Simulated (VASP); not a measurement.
Here is a VASP 6.6.1 calculation.

The input INCAR:

```
SYSTEM = TaN
PREC = Accurate
ENCUT = 520
EDIFF = 1E-6
ISMEAR = -1
SIGMA = 0.01
LREAL = .False.
LASPH = .True.
NELM = 80
ALGO = Normal
ISIF = 2
LWAVE = .False.
LCHARG = .False.
GGA = PS
NBANDS = 24
```

KPOINTS

```
regular mesh
0
Gamma
  11 11 6
  0 0 0
```

The input POSCAR:

```
TaN
1.0
    3.0480019786     -0.0304800198     -0.0304800198
   -1.5503974607      2.6548871541     -0.0111564616
   -0.0491800000     -0.0491800000      4.9180000000
Ta N
2 2
Direct
    0.0000000000      0.0000000000      0.0000000000
    0.0000000000      0.0000000000      0.5000000000
    0.3333333333      0.6666666667      0.2500000000
    0.6666666667      0.3333333333      0.7500000000
```

Potentials or basis: VASP PAW PBE potentials, release 64 (Ta_pv, N).

Run with:

```sh
$ cat potpaw_PBE.64/Ta_pv/POTCAR potpaw_PBE.64/N/POTCAR > POTCAR
$ mpirun -np 1 vasp_std > vasp.out
```

**Question.** Estimate the band gap on the k mesh.

**Answer.** Zero (bands 16 and 17 overlap by 2.58 eV).

**Question.** Estimate the largest force.

**Answer.** 0.404 eV/Å.

**Question.** Estimate the pressure.

**Answer.** 50.5 GPa.

Stress tensor (GPa, compression positive):
```
 23.47   4.07   5.35
  4.07  23.08   5.36
  5.35   5.36 104.99
```

Caveat: the cell differs from its parent crystal (equal xy, yz and zx shear strains of -2 %); the cell stands under pressure; the PAW data sets were made with another functional, which shifts forces and pressure a little; spin-orbit coupling is left out, which moves the levels of the heavy elements.
